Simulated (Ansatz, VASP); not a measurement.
**NiO in VASP and in Ansatz**

Contents of INCAR:

```
SYSTEM = NiO
PREC     = Accurate       ! precision mode
ENCUT    = 520            ! plane-wave cutoff, eV
EDIFF    = 1E-7           ! SCF threshold, eV
ISMEAR   = -1             ! smearing method
SIGMA    = 0.05           ! smearing width, eV
LREAL    = .FALSE.        ! projectors in reciprocal space
LASPH    = .TRUE.         ! aspherical terms in the spheres
NELM     = 150            ! most SCF steps
ALGO     = Normal         ! electronic algorithm
ISIF     = 2              ! what is computed and relaxed
LWAVE    = .FALSE.        ! write WAVECAR
LCHARG   = .FALSE.        ! write CHGCAR
ISPIN    = 2              ! spin polarisation
MAGMOM   = 1 0            ! initial moments
LORBIT   = 11             ! projections on sites
LMAXMIX  = 4              ! l up to which the mixer works
LDAU     = .TRUE.         ! DFT+U
LDAUTYPE = 2            
LDAUL    = 2 -1           ! shell
LDAUU    = 5 0            ! U, eV
LDAUJ    = 0 0          
LDAUPRINT= 1            
GGA      = PE             ! functional
NBANDS   = 19             ! bands
```

KPOINTS

```
Automatic mesh
0
G
  11 11 11
  0 0 0
```

Contents of POSCAR:

```
NiO
1.0
    0.0000000000      2.0913095100      2.0913095100
    2.0913095100      0.0000000000      2.0913095100
    2.0913095100      2.0913095100      0.0000000000
Ni O
1 1
Direct
    0.0000000000      0.0000000000      0.0000000000
    0.5000000000      0.5000000000      0.5000000000
```

input.yaml

```yaml
crystal:
  lattice:
    - [0.0, 2.09130951, 2.09130951]
    - [2.09130951, 0.0, 2.09130951]
    - [2.09130951, 2.09130951, 0.0]
  atoms:
    - { symbol: Ni, position: [0.0, 0.0, 0.0], spin: 1.0 }
    - { symbol: O, position: [0.5, 0.5, 0.5] }
hamiltonian:
  xc: pbe
  pseudopotentials: { kind: paw }
  hubbard: { sites: [{ species: Ni, l: d, u_eff: 5.0 }] }
magnetization:
  spin_polarized: true
kpoints:
  mp_grid: { grid: [11, 11, 11] }
  band_path:
    path:
      - [[0.0, 0.0, 0.0], [0.5, 0.0, 0.5], [0.5, 0.25, 0.75], [0.375, 0.375, 0.75], [0.0, 0.0, 0.0], [0.5, 0.5, 0.5], [0.625, 0.25, 0.625], [0.5, 0.25, 0.75], [0.5, 0.5, 0.5], [0.375, 0.375, 0.75]]
      - [[0.625, 0.25, 0.625], [0.5, 0.0, 0.5]]
    npoints: 14
scf:
  occupations: { method: fermi_dirac, width: 0.05 }
  n_extra_bands: 6
output:
  forces: true
  stress: true
  eigenvalues: true
  fatbands: false
  write_density: true
  write_potential: true
  elf: true
  volumetric_format: npy
```

Alike in both runs: functional PBE; k mesh 11 × 11 × 11; occupations fermi-dirac, width 0.05 eV; collinear spin; Hubbard terms Ni d U = 5.0 eV.

|  | VASP | Ansatz |
| --- | --- | --- |
| version | VASP 6.6.1 | Ansatz 0.2.0 |
| potentials or method | VASP PAW PBE potentials, release 64 (Ni, O) | Ansatz PAW |
| plane-wave cutoff (eV) | 520 | 420 |
| valence electrons in the cell | 16 | 24 |
| task | single point | band structure |

|  | VASP | Ansatz | Ansatz less VASP |
| --- | --- | --- | --- |
| gap on the k mesh at the Fermi level (eV) | 1.92 | 1.72 | -0.196 |
| least direct gap on the mesh (eV) | 2.61 | 2.44 | -0.174 |
| pressure (GPa) | 3.2 | 11.4 | +8.14 |
| net moment per atom (μB) | 1.00 | 1.00 | 0.000 |
| size of the moment on the site where the two differ most (μB) | 1.78 | 1.70 | -0.085 |

Site moments also hang on the region over which each program counts them. The programs project onto different local orbitals, so the same U acts differently, and such runs can settle in different states. VASP's potentials hold 16 valence electrons a cell and Ansatz's 24, so a difference there can come from the potentials and not from the codes.

Noted on Ansatz's run: the magnetic or orbital state may not be the lowest.
